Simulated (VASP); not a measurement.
Set up this calculation in VASP 6.6.1, as the native input.

| Property | Result |
| --- | --- |
| Task | relaxation of cell and atoms |
| Functional | PBEsol |
| Potentials or basis | VASP PAW PBE potentials, release 64 (Y_sv, S) |
| Cutoff | 600 eV |
| k mesh | 9 × 9 × 9 |
| Occupations | methfessel-paxton, width 0.1 eV |
| Spin | no spin polarisation |
| Dipole correction | no |
| Further INCAR settings | ALGO = Normal; EDIFF = 1e-06; IBRION = 2; EDIFFG = -0.01; NSW = 80; ISIF = 3 |

The structure of YS lies in POSCAR:

```
YS
1.0
    0.0000000000      2.7436500000      2.7436500000
    2.7436500000      0.0000000000      2.7436500000
    2.7436500000      2.7436500000      0.0000000000
Y S
1 1
Direct
    0.5000000000      0.5000000000      0.5000000000
    0.0000000000      0.0000000000      0.0000000000
```

One way to write it, as run:

INCAR

```
SYSTEM = YS
PREC = Accurate
ENCUT = 600
EDIFF = 1E-6
ISMEAR = 1
SIGMA = 0.1
LREAL = .FALSE.
LASPH = .TRUE.
NELM = 80
ALGO = Normal
ISIF = 3
LWAVE = .FALSE.
LCHARG = .FALSE.
GGA = PS
IBRION = 2
NSW = 80
EDIFFG = -0.01
```

KPOINTS

```
regular mesh
0
G
  9 9 9
  0 0 0
```

Potentials or basis: VASP PAW PBE potentials, release 64 (Y_sv, S).

Run with:

```console
$ cat potpaw_PBE.64/Y_sv/POTCAR potpaw_PBE.64/S/POTCAR > POTCAR
$ mpirun -np 1 vasp_std > vasp.out
```

Results of the run:

```json
{"Relaxed volume": "20.34 Å³/atom", "Relaxed cell": "a = 3.860 Å, b = 3.860 Å, c = 3.860 Å, α = 60.00°, β = 60.00°, γ = 60.00°", "Space group after relaxing (to 0.05 Å)": "Fm-3m (No. 225)", "Energy gained by relaxing": "1.5 meV/atom", "Ionic steps": "3", "Pressure after relaxing": "0.0 GPa"}
```

Caveat: the PAW data sets were made with another functional, which shifts forces and pressure a little.

Run time: 65 s on 1 thread of AMD EPYC 7R43 64-Core Processor (Zen 3) (shared host), peak memory 0.18 GiB.
